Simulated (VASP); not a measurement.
# Al (C2/m) in VASP: notebook

Aim: see how the results for Al move with the level of theory and the settings. Levels: PBE, PBE+D3(BJ). Tasks: single point.

Program: VASP 6.6.1. These are calculated values, not measurements. Logs are shortened: lines on timing, memory, paths and dates and some standing lists are left out, and cuts for length are marked.

### Step 1. The cell of the first run

The structure is monoclinic, space group C2/m (No. 12). Conventional cell: a = 4.347 Å, b = 3.235 Å, c = 3.013 Å, α = 90.00°, β = 127.54°, γ = 90.00°. Al (site symmetry 2/m) has 14 Al at 2.71 to 3.47 Å within 3.6 Å.

### Step 2. Single point, PBE (engineering shear strain xy -0.1050, strain +e along x and -e along y -0.0700)

Input file INCAR:

```
ALGO = Fast
EDIFF = 1E-6
ENCUT = 520
GGA = PE
ISIF = 2
ISMEAR = 0
LASPH = True
LCHARG = False
LREAL = False
LWAVE = False
NBANDS = 8
NELM = 60
PREC = Accurate
SIGMA = 0.15
```

Input file KPOINTS:

```
k-points
0
Gamma
  20 20 20
```

Input file POSCAR:

```
Al
1.0
   -1.5892038109      1.8156552445      1.6175102401
    1.5892038109     -1.8156552445      1.6175102401
    1.4193652357      1.6458166693     -1.6175102401
Al
1
Direct
    0.0000000000      0.0000000000      0.0000000000
```

Potentials or basis: VASP PAW PBE potentials, release 64 (Al).

On the command line:

```sh
$ cat potpaw_PBE.64/Al/POTCAR > POTCAR
$ mpirun -np 1 vasp_std > vasp.out
```

OUTCAR:

```text
EDIFF = 1E-6
   ENCUT = 520
   GGA = PE
   ISIF = 2
   ISMEAR = 0
   LASPH = True
   LREAL = False
   NELM = 60
   PREC = Accurate

 ion  position               nearest neighbor table
   1  0.000  0.000  0.000-

  LATTYP: Found a base centered monoclinic cell.
 ALAT       =     4.3466355639
 B/A-ratio  =     0.7442585035
 C/A-ratio  =     0.6932624141
 COS(beta)  =    -0.6093668005

  Lattice vectors:

 A1 = (  -1.4193652357,  -1.6458166693,   1.6175102401)
 A2 = (  -1.4193652357,  -1.6458166693,  -1.6175102401)
 A3 = (   3.0085690466,  -0.1698385752,   0.0000000000)

Analysis of symmetry for initial positions (statically):
=====================================================================
 Subroutine PRICEL returns:
 Original cell was already a primitive cell.

 Routine SETGRP: Setting up the symmetry group for a
 base centered monoclinic supercell.

 Subroutine GETGRP returns: Found  4 space group operations
 (whereof  4 operations were pure point group operations)
 out of a pool of  4 trial point group operations.

The static configuration has the point symmetry C_2h.

Analysis of symmetry for dynamics (positions and initial velocities):
=====================================================================
 Subroutine PRICEL returns:
 Original cell was already a primitive cell.

 Routine SETGRP: Setting up the symmetry group for a
 base centered monoclinic supercell.

 Subroutine GETGRP returns: Found  4 space group operations
 (whereof  4 operations were pure point group operations)
 out of a pool of  4 trial point group operations.

The dynamic configuration has the point symmetry C_2h.

 Subroutine INISYM returns: Found  4 space group operations
 (whereof  4 operations are pure point group operations),
 and found     1 'primitive' translations

----------------------------------------------------------------------------------------

                                     Primitive cell

  volume of cell :      16.7982

  direct lattice vectors                    reciprocal lattice vectors
    -1.589203811  1.815655245  1.617510240     0.016353855  0.289696852  0.309117054
     1.589203811 -1.815655245  1.617510240     0.333307130  0.016353855  0.309117054
     1.419365236  1.645816669 -1.617510240     0.349660985  0.306050706  0.000000000

  length of vectors
     2.904911719  2.904911719  2.709178761     0.423963521  0.454878494  0.464682514

  position of ions in fractional coordinates (direct lattice)
     0.000000000  0.000000000  0.000000000

  ion indices of the primitive-cell ions
   primitive index   ion index
                 1           1

----------------------------------------------------------------------------------------

 KPOINTS: k-points

Automatic generation of k-mesh.
 Grid dimensions read from file:
 generate k-points for:   20   20   20

 Generating k-lattice:

  Cartesian coordinates                     Fractional coordinates (reciprocal lattice)
     0.000817693  0.014484843  0.015455853     0.050000000  0.000000000  0.000000000
     0.016665357  0.000817693  0.015455853     0.000000000  0.050000000  0.000000000
     0.017483049  0.015302535  0.000000000     0.000000000  0.000000000  0.050000000

  Length of vectors
     0.021198176  0.022743925  0.023234126

  Shift w.r.t. Gamma in fractional coordinates (k-lattice)
     0.000000000  0.000000000  0.000000000

 Subroutine IBZKPT returns following result:
 ===========================================

 Found   2112 irreducible k-points:

 Following reciprocal coordinates:
            Coordinates               Weight
  0.000000  0.000000  0.000000      1.000000
  0.050000  0.000000  0.000000      4.000000
  0.100000  0.000000  0.000000      4.000000
  0.150000  0.000000  0.000000      4.000000
  0.200000  0.000000  0.000000      4.000000
  0.250000  0.000000  0.000000      4.000000
[... 16 lines left out ...]
 -0.450000  0.050000 -0.000000      4.000000
 -0.400000  0.050000 -0.000000      4.000000
 [... further k-points ...]
   k-points           NKPTS =   2112   k-points in BZ     NKDIM =   2112   number of bands    NBANDS=      8
   number of dos      NEDOS =    301   number of ions     NIONS =      1
   total plane-waves  NPLWV =  11520
   dimension x,y,z NGX =    24 NGY =   24 NGZ =   20
   dimension x,y,z NGXF=    48 NGYF=   48 NGZF=   40
   ions per type =               1
   NGX,Y,Z   is equivalent  to a cutoff of  13.74, 13.74, 12.27 a.u.
   NGXF,Y,Z  is equivalent  to a cutoff of  27.47, 27.47, 24.55 a.u.
 SYSTEM =  unknown system
   PREC   = accura    normal or accurate (medium, high low for compatibility)
   ISTART =      0    job   : 0-new  1-cont  2-samecut
   ICHARG =      2    charge: 1-file 2-atom 10-const
   ISPIN  =      1    spin polarized calculation?
   LNONCOLLINEAR =      F non collinear calculations
   LSORBIT =      F    spin-orbit coupling
   LASPH  =      T    aspherical Exc in radial PAW
   ENCUT  =  520.0 eV  38.22 Ry    6.18 a.u.   5.40  5.40  5.04*2*pi/ulx,y,z
   NELM   =     60;   NELMIN=  2; NELMDL= -5     # of ELM steps
   EDIFF  = 0.1E-05   stopping-criterion for ELM
   LREAL  =      F    real-space projection
   EDIFFG = 0.1E-04   stopping-criterion for IOM
   NSW    =      0    number of steps for IOM
   IBRION =     -1    ionic relax: 0-MD 1-quasi-New 2-CG
   NFREE  =      0    steps in history (QN), initial steepest desc. (CG)
   ISIF   =      2    stress and relaxation
   ISYM   =      2    0-nonsym 1-usesym 2-fastsym
   POTIM  = 0.5000    time-step for ionic-motion
   TEBEG  =    0.0;   TEEND  =   0.0 temperature during run
   PSTRESS=    0.0 pullay stress
   NELECT =       3.0000    total number of electrons
   NUPDOWN=      -1.0000    fix difference up-down
   EMIN   =  10.00;   EMAX   =-10.00  energy-range for DOS
   EFERMI =   0.00;   METHOD = LEGACY
   ISMEAR =     0;   SIGMA  =   0.15  broadening in eV -4-tet -1-fermi 0-gaus
   EFERMI_NEDOS =   21; number of points for ismear=-14 and -15
   IALGO  =     68    algorithm
   IMIX   =      4    mixing-type and parameters
     AMIX     =   0.40;   BMIX     =  1.00
     AMIX_MAG =   1.60;   BMIX_MAG =  1.00
  volume/ion in A,a.u.               =      16.80       113.36
  Fermi-wavevector in a.u.,A,eV,Ry     =   0.921922  1.742180 11.564137  0.849940
  Thomas-Fermi vector in A             =   2.047392
   LORBIT       =      0    0 simple, 1 ext, 2 COOP (PROOUT), +10 PAW based schemes
   GGA     = PE    functional components
   LHFCALC =     F    Hartree Fock is set to
   AEXX    =    0.0000 exact exchange contribution
   IVDW    =     0    specifies the selected vdW correction
   LEPSILON=     F    determine dielectric tensor
   LRPA    =     F    only Hartree local field effects (RPA)
 non-spin polarized calculation
 RMM-DIIS sequential band-by-band and
 Gauss-broadening in eV      SIGMA  =   0.15
  energy-cutoff  :      520.00
  volume of cell :       16.80
 maximum number of plane-waves:       464
 NGX is ok and might be reduce to    24
   NGX = 11   NGY = 11   NGZ = 11

 number of electron       3.0000000 magnetization

 Free energy of the ion-electron system (eV)
  ---------------------------------------------------
  ext. energy  EPLUGINS =         0.00000000
  ---------------------------------------------------
  free energy    TOTEN  =        -3.64563082 eV

  energy without entropy =       -3.64064684  energy(sigma->0) =       -3.64313883

 E-fermi :   7.7937     XC(G=0): -10.1299

 val. band max:        7.7902166132   @ k =   0.2500   0.0000   0.3000
 cond. band min:       7.7941269903   @ k =   0.2000   0.2500   0.1500
 fundamental gap:      0.0039103771
 Fermi energy:         7.7936932620

 k-point     1 :       0.0000    0.0000    0.0000
  band No.  band energies     occupation
      1      -3.1993      2.00000
      2      19.3734      0.00000
      3      20.0392      0.00000
      4      20.5461      0.00000
      5      21.5322      0.00000
      6      22.4331      0.00000
      7      22.9407      0.00000
      8      23.2266      0.00000

 k-point     2 :       0.0500    0.0000    0.0000
  band No.  band energies     occupation
      1      -3.1328      2.00000
      2      18.4673      0.00000
      3      19.5528      0.00000
      4      20.9182      0.00000
      5      21.5983      0.00000
      6      22.5219      0.00000
      7      22.8301      0.00000
      8      23.6097      0.00000

 k-point     3 :       0.1000    0.0000    0.0000
  band No.  band energies     occupation
      1      -2.9335      2.00000
      2      16.7189      0.00000
      3      18.8999      0.00000
      4      21.0901      0.00000
      5      21.6582      0.00000
      6      22.2418      0.00000
      7      22.9515      0.00000
      8      24.4459      0.00000

 k-point     4 :       0.1500    0.0000    0.0000
  band No.  band energies     occupation
      1      -2.6018      2.00000
      2      14.8082      0.00000
      3      18.3046      0.00000
      4      20.5748      0.00000
      5      21.7669      0.00000
      6      22.1650      0.00000
      7      23.1358      0.00000
      8      24.0724      0.00000

 k-point     5 :       0.2000    0.0000    0.0000
  band No.  band energies     occupation
      1      -2.1389      2.00000
      2      12.9038      0.00000
      3      17.7929      0.00000
      4      19.8737      0.00000
      5      21.6891      0.00000
      6      21.9840      0.00000
      7      23.4666      0.00000
      8      23.8044      0.00000
[... 177 lines left out ...]
 k-point    22 :       0.5000    0.0500    0.0000
  band No.  band energies     occupation
      1       2.6291      2.00000
      2       4.1293      2.00000
      3      15.1473      0.00000
      4      18.2551      0.00000
      5      20.3227      0.00000
      6      21.2290      0.00000
      7      26.0706      0.00000
      8      27.4416      0.00000

 k-point    23 :      -0.4500    0.0500   -0.0000
  band No.  band energies     occupation
      1       1.4855      2.00000
      2       5.5261      2.00000
      3      15.0722      0.00000
      4      18.4313      0.00000
      5      20.5478      0.00000
      6      21.3682      0.00000
      7      25.8045      0.00000
      8      27.0612      0.00000

 k-point    24 :      -0.4000    0.0500   -0.0000
  band No.  band energies     occupation
      1       0.4623      2.00000
      2       7.0352      2.00000
      3      15.1127      0.00000
      4      18.7024      0.00000
      5      20.8676      0.00000
      6      21.5987      0.00000
      7      25.1349      0.00000
      8      26.1926      0.00000

 [... further k-points ...]

------------------------ aborting loop because EDIFF is reached ----------------------------------------

  FORCE on cell =-STRESS in cart. coord.  units (eV):
  Direction    XX          YY          ZZ          XY          YZ          ZX
  --------------------------------------------------------------------------------------
  -------------------------------------------------------------------------------------
  Total       -0.0705905      0.4294024      0.0508970      0.4414565      0.0000000      0.0000000
  in kB       -6.7327675     40.9554576      4.8544407     42.1051554      0.0000000      0.0000000
  external PRESSURE =      13.0257103 kB  Pullay stress =       0.0000000 kB

 VOLUME and BASIS-vectors are now :
 -----------------------------------------------------------------------------
  energy-cutoff  :      520.00
  volume of cell :       16.80
      direct lattice vectors                 reciprocal lattice vectors
    -1.589203811  1.815655245  1.617510240     0.016353855  0.289696852  0.309117054
     1.589203811 -1.815655245  1.617510240     0.333307130  0.016353855  0.309117054
     1.419365236  1.645816669 -1.617510240     0.349660985  0.306050706  0.000000000

 POSITION                                       TOTAL-FORCE (eV/Angst)
 -----------------------------------------------------------------------------------
      0.00000      0.00000      0.00000         0.000000      0.000000      0.000000
 -----------------------------------------------------------------------------------
    total drift:                                0.000000      0.000000     -0.000000

  FREE ENERGIE OF THE ION-ELECTRON SYSTEM (eV)
  ---------------------------------------------------
  free  energy   TOTEN  =        -3.6456308178 eV

  energy  without entropy=       -3.6406468393  energy(sigma->0) =       -3.64313883
```

Wall time 64 s (1 thread of Intel Xeon 6975P-C (Granite Rapids), shared host); peak memory 0.34 GiB.

Results:

```
Free energy : -3.6456 eV
Pressure    : 1.3 GPa
```

Levels at points of the mesh, in eV from the Fermi level:
| k point | band 1 | band 2 | band 3 | band 4 |
| --- | --- | --- | --- | --- |
| (0.00, 0.00, 0.00) | -10.99 | 11.58 | 12.25 | 12.75 |
| (0.50, 0.00, 0.00) | -4.54 | -4.43 | 8.94 | 9.38 |
| (0.00, 0.50, 0.00) | -3.86 | -3.13 | 6.09 | 6.65 |
| (0.50, 0.50, 0.00) | -4.67 | -4.61 | 8.54 | 9.13 |
| (0.00, 0.00, 0.50) | -3.66 | -2.69 | 7.12 | 7.99 |
| (0.50, 0.50, 0.50) | 0.14 | 1.78 | 1.95 | 3.24 |

Caveat: the cell differs from its parent crystal (engineering shear strain xy -0.1050, strain +e along x and -e along y -0.0700).

### Step 3. Single point, PBE+D3(BJ)

Input file INCAR:

```
PREC = Accurate
ENCUT = 520
EDIFF = 1E-7
ISMEAR = 0
SIGMA = 0.15
LREAL = F
LASPH = T
NELM = 80
ALGO = Fast
ISIF = 2
LWAVE = F
LCHARG = F
GGA = PE
IVDW = 12
NBANDS = 8
```

Input file KPOINTS:

```
Automatic mesh
0
Gamma
  20 20 20
```

Input file POSCAR:

```
Al
1.0
   -1.6458166693      1.8156552445      1.6175102401
    1.6458166693     -1.8156552445      1.6175102401
    1.4193652357      1.5892038109     -1.6175102401
Al
1
Direct
    0.0000000000      0.0000000000      0.0000000000
```

Potentials or basis: VASP PAW PBE potentials, release 64 (Al).

On the command line:

```sh
$ cat potpaw_PBE.64/Al/POTCAR > POTCAR
$ mpirun -np 1 vasp_std > vasp.out
```

Run time: 66 s. Hardware: 1 thread of Intel Xeon 6975P-C (Granite Rapids), shared host; peak memory 0.35 GiB.

Results (log left out):

| Property | Result |
| --- | --- |
| Free energy | -3.9494 eV |
| Pressure | -1.2 GPa |
| Dispersion energy per atom | -0.330 eV |

Stress tensor (GPa, compression positive):
```
-2.64  5.85  0.00
 5.85  0.56  0.00
 0.00  0.00 -1.54
```

Levels at points of the mesh, in eV from the Fermi level:
```
           k point  band 1  band 2  band 3  band 4  band 5
(0.00, 0.00, 0.00)  -10.99   11.63   11.79   12.03   14.10
(0.50, 0.00, 0.00)   -4.47   -4.26    8.17    8.70   12.59
(0.00, 0.50, 0.00)   -3.95   -3.29    6.00    6.70   10.29
(0.50, 0.50, 0.00)   -5.02   -4.75    8.62    9.45   10.63
(0.00, 0.00, 0.50)   -3.48   -2.38    6.76    7.91    9.17
(0.50, 0.50, 0.50)    0.53    1.77    2.37    3.25    3.73
```

Caveat: pairwise dispersion overbinds metals, which lowers pressure and volume.

### Step 4. Single point, PBE (engineering shear strain xy -0.0700, strain +e along x and -e along y -0.0700)

Input file INCAR:

```
SYSTEM = Al
PREC     = Accurate       ! precision mode
ENCUT    = 520            ! plane-wave cutoff, eV
EDIFF    = 1E-7           ! SCF threshold, eV
ISMEAR   = 0              ! smearing method
SIGMA    = 0.15           ! smearing width, eV
LREAL    = .FALSE.        ! projectors in reciprocal space
LASPH    = .TRUE.         ! aspherical terms in the spheres
NELM     = 80             ! most SCF steps
ALGO     = Fast           ! electronic algorithm
ISIF     = 2              ! what is computed and relaxed
LWAVE    = .FALSE.        ! write WAVECAR
LCHARG   = .TRUE.         ! write CHGCAR
GGA      = PE             ! functional
LELF     = .TRUE.         ! ELF
LVHAR    = .TRUE.       
NBANDS   = 8              ! bands
```

Input file KPOINTS:

```
regular mesh
0
G
  20 20 20
  0 0 0
```

Input file POSCAR:

```
Al
1.0
   -1.5608973817      1.7873488153      1.6175102401
    1.5608973817     -1.7873488153      1.6175102401
    1.4476716649      1.6741230985     -1.6175102401
Al
1
Direct
    0.0000000000      0.0000000000      0.0000000000
```

On the command line:

```sh
$ cat potpaw_PBE.64/Al/POTCAR > POTCAR
$ mpirun -np 1 vasp_std > vasp.out
```

Wall time 75 s (1 thread of Intel Xeon 6975P-C (Granite Rapids), shared host); peak memory 0.34 GiB.

The run converged. Its results:

| Quantity | Value |
| --- | --- |
| Free energy | -3.6589 eV |
| Pressure | 0.7 GPa |

Stress tensor (GPa, compression positive):
```
-1.03  2.80  0.00
 2.80  3.44  0.00
 0.00  0.00 -0.34
```

Levels at points of the mesh, in eV from the Fermi level:
```tsv
k point	band 1	band 2	band 3	band 4
(0.00, 0.00, 0.00)	-10.98	11.63	12.79	13.23
(0.50, 0.00, 0.00)	-4.54	-4.44	9.23	9.63
(0.00, 0.50, 0.00)	-3.86	-3.14	6.46	6.83
(0.50, 0.50, 0.00)	-4.48	-4.36	8.44	8.77
(0.00, 0.00, 0.50)	-3.85	-3.04	7.43	8.08
(0.50, 0.50, 0.50)	0.12	1.80	1.90	3.25
```

Caveat: the cell differs from its parent crystal (engineering shear strain xy -0.0700, strain +e along x and -e along y -0.0700).

### Step 5. Single point, PBE (engineering shear strain xy -0.0700, strain +e along x and -e along y -0.0525)

Input file INCAR:

```
  PREC = Accurate
  ENCUT = 520
  EDIFF = 1E-6
  ISMEAR = 0
  SIGMA = 0.15
  LREAL = F
  LASPH = T
  NELM = 60
  ALGO = Fast
  ISIF = 2
  LWAVE = F
  LCHARG = F
  GGA = PE
  NBANDS = 8
```

Input file KPOINTS:

```
Automatic mesh
0
Gamma
  20 20 20
```

Input file POSCAR:

```
Al
1.0
   -1.5892038109      1.7590423861      1.6175102401
    1.5892038109     -1.7590423861      1.6175102401
    1.4759780941      1.6458166693     -1.6175102401
Al
1
Direct
    0.0000000000      0.0000000000      0.0000000000
```

On the command line:

```sh
$ cat potpaw_PBE.64/Al/POTCAR > POTCAR
$ mpirun -np 1 vasp_std > vasp.out
```

It took 66 s on 1 thread of Intel Xeon 6975P-C (Granite Rapids), shared host; peak memory 0.33 GiB.

The run converged. Its results:

```
Free energy : -3.6521 eV
Pressure    : 0.6 GPa
```

Stress tensor (GPa, compression positive):
```
-0.69  2.85  0.00
 2.85  2.40  0.00
 0.00  0.00  0.03
```

Levels at points of the mesh, in eV from the Fermi level:
```csv
k point,band 1,band 2,band 3,band 4,band 5
"(0.00, 0.00, 0.00)",-10.97,11.94,12.71,13.25,13.95
"(0.50, 0.00, 0.00)",-4.46,-4.29,8.77,9.19,11.60
"(0.00, 0.50, 0.00)",-3.96,-3.32,6.71,7.09,9.21
"(0.50, 0.50, 0.00)",-4.49,-4.41,8.42,8.72,10.19
"(0.00, 0.00, 0.50)",-3.87,-3.09,7.38,8.06,9.46
"(0.50, 0.50, 0.50)",0.51,1.80,2.26,3.24,3.47
```

Caveat: the cell differs from its parent crystal (engineering shear strain xy -0.0700, strain +e along x and -e along y -0.0525).

### Step 6. Overview

```csv
level,cell,further INCAR settings,gap on the mesh (eV),pressure (GPa)
PBE,"a = 2.905, b = 2.905, c = 2.709 Å, angles 115.2, 103.8, 112.3°, 1 atom",ALGO = Fast; EDIFF = 1e-06; NBANDS = 8,none,1.3
PBE+D3(BJ),"a = 2.936, b = 2.936, c = 2.675 Å, angles 113.8, 105.3, 113.1°, 1 atom",ALGO = Fast; EDIFF = 1e-07; NBANDS = 8,none,-1.2
PBE,"a = 2.872, b = 2.872, c = 2.741 Å, angles 115.2, 103.8, 111.4°, 1 atom",ALGO = Fast; EDIFF = 1e-07; NBANDS = 8,none,0.7
PBE,"a = 2.870, b = 2.870, c = 2.739 Å, angles 113.7, 105.2, 111.4°, 1 atom",ALGO = Fast; EDIFF = 1e-06; NBANDS = 8,none,0.6
```

Alike in all rows: task single point; potentials or basis VASP PAW PBE potentials, release 64 (Al); no spin polarisation; k mesh 20 × 20 × 20; cutoff (eV) 520; smearing gaussian 0.15 eV.

Caveats: pairwise dispersion overbinds metals, which lowers pressure and volume (some runs).

Absolute energies hang on the potentials; compare differences alone.
